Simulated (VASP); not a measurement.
Wanted: the native input for a VASP 6.6.1 run.

* Task: single point
* Functional: PBE
* Potentials or basis: VASP PAW PBE potentials, release 64 (Ni)
* Cutoff: 520 eV
* k mesh: 9 × 9 × 9
* Occupations: gaussian, width 0.1 eV
* Spin: collinear spin, ferromagnetic start
* Starting moments: [2.0, 2.0, 2.0] μB
* Dipole correction: no
* Further INCAR settings: ALGO = Normal; EDIFF = 1e-06; NBANDS = 26

The structure of Ni lies in POSCAR:

```
Ni
1.0
    1.3018538945      0.7516256964      6.2917781840
   -1.3018538945      0.7516256964      6.2917781840
    0.0000000000     -1.5032513929      6.2917781840
Ni
3
Direct
    0.0000000000      0.0000000000      0.0000000000
    0.2222200000      0.2222200000      0.2222200000
    0.7777800000      0.7777800000      0.7777800000
```

One way to write it, as run:

INCAR

```
ALGO     = Normal         # electronic algorithm
EDIFF    = 1E-6           # SCF threshold, eV
ENCUT    = 520            # plane-wave cutoff, eV
GGA      = PE             # functional
ISIF     = 2              # what is computed and relaxed
ISMEAR   = 0              # smearing method
ISPIN    = 2              # spin polarisation
LASPH    = T              # aspherical terms in the spheres
LCHARG   = T              # write CHGCAR
LELF     = T              # ELF
LMAXMIX  = 4              # l up to which the mixer works
LORBIT   = 11             # projections on sites
LREAL    = F              # projectors in reciprocal space
LVHAR    = T            
LWAVE    = F              # write WAVECAR
MAGMOM   = 2 2 2          # initial moments
NBANDS   = 26             # bands
NELM     = 150            # most SCF steps
PREC     = Accurate       # precision mode
SIGMA    = 0.1            # smearing width, eV
```

KPOINTS

```
k-points
0
Gamma
  9 9 9
```

Potentials or basis: VASP PAW PBE potentials, release 64 (Ni).

Launch:

```sh
$ cat potpaw_PBE.64/Ni/POTCAR > POTCAR
$ mpirun -np 1 vasp_std > vasp.out
```

It gave:

| Property | Result |
| --- | --- |
| Pressure | -17.6 GPa |
| Largest force | 0.063 eV/Å |
| Net moment | 1.81 μB per cell |
| Site moments | Ni +0.61, +0.63 (each value once) μB |
| Valence electrons inside the program's atomic spheres | Ni 9.12 |

Caveat: the cell stands under tension.

Run time: 14 min on 1 thread of AMD EPYC 7R43 64-Core Processor (Zen 3), with other jobs on the host, peak memory 0.42 GiB.
